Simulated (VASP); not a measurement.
A run of VASP 6.6.1 is set up as follows.

File INCAR:

```
  ALGO = Normal
  EDIFF = 1E-7
  ENCUT = 520
  GGA = CA
  ISIF = 2
  ISMEAR = -1
  LASPH = True
  LCHARG = True
  LELF = True
  LREAL = False
  LVHAR = True
  LWAVE = False
  NBANDS = 26
  NELM = 100
  PREC = Accurate
  SIGMA = 0.05
```

The input KPOINTS:

```
k-points
0
Gamma
  10 10 5
```

Contents of POSCAR:

```
GaN
1.0
    3.1800000000      0.0000000000      0.0000000000
   -1.5900000000      2.7539607840      0.0000000000
    0.0000000000      0.0000000000      5.1660000000
Ga N
2 2
Direct
    0.6666666667      0.3333333333      0.5000000000
    0.3333333333      0.6666666667      0.0000000000
    0.6666666667      0.3333333333      0.8750000000
    0.3333333333      0.6666666667      0.3750000000
```

Potentials or basis: VASP PAW LDA potentials, release 64 (Ga_d, N).

The run is started by

```console
$ cat potpaw_LDA.64/Ga_d/POTCAR potpaw_LDA.64/N/POTCAR > POTCAR
$ mpirun -np 1 vasp_std > vasp.out
```

(1) Estimate the pressure.

(2) What does it give for the band gap on the k mesh?

Results:

(1) -3.4 GPa.

(2) 1.99 eV, direct.
